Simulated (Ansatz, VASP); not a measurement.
**Two plane-wave programs on Sn**

```
CELL_PARAMETERS angstrom
-1.72654 1.77555 2.33834
1.72654 -1.77555 2.33834
1.72654 1.77555 -2.33834
ATOMIC_POSITIONS crystal
Sn 0.00000 0.00000 0.00000
```

Alike in both runs: task single point; functional PBEsol; dispersion D3(BJ); k mesh 22 × 22 × 22; occupations gaussian, width 0.15 eV; no spin polarisation.

|  | VASP | Ansatz |
| --- | --- | --- |
| version | VASP 6.6.1 | Ansatz 0.2.0 |
| potentials or method | VASP PAW PBE potentials, release 64 (Sn_d), cutoff 520 eV | scalar-relativistic, plane waves, PAW |
| valence electrons in the cell | 14 | 14 |

|  | VASP | Ansatz | Ansatz less VASP |
| --- | --- | --- | --- |
| gap on the k mesh at the Fermi level (eV) | none | none | - |
| pressure (GPa) | -5.8 | -5.8 | -0.02 |
| traceless stress, the component that is largest in VASP (GPa) | -0.32 | -0.32 | 0.000 |

VASP's potentials were made for PBE, not for PBEsol. A gap of «none» marks a metal or a gap that the smearing closes.
